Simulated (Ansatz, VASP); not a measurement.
# Ge3N: VASP beside Ansatz

```
Ge N
1.0
     0.00000    3.14334    3.14334
     3.14334    0.00000    3.14334
     3.14334    3.14334    0.00000
Ge N
3 1
Direct
  0.25000 0.25000 0.25000
  0.75000 0.75000 0.75000
  0.50000 0.50000 0.50000
  0.00000 0.00000 0.00000
```

Change from the starting cell: species swapped into the Li3Sn type (Fm-3m, No. 225).

Alike in both runs: functional PBE; k mesh 12 × 12 × 12; occupations gaussian, width 0.1 eV; no spin polarisation.

Ansatz relaxed the structure, and its values are those at the end. VASP's run is a single point on that final structure, the one shown.

```csv
,VASP,Ansatz
version,VASP 6.6.1,Ansatz 0.2.0
potentials or method,"VASP PAW PBE potentials, release 64 (Ge_d, N), cutoff 520 eV","scalar-relativistic, plane waves, PAW"
valence electrons in the cell,47,47
```

|  | VASP | Ansatz | Ansatz less VASP |
| --- | --- | --- | --- |
| gap on the k mesh at the Fermi level (eV) | none | none | - |
| pressure (GPa) | 0.1 | 0.0 | -0.11 |

A gap of «none» marks a metal or a gap that the smearing closes.
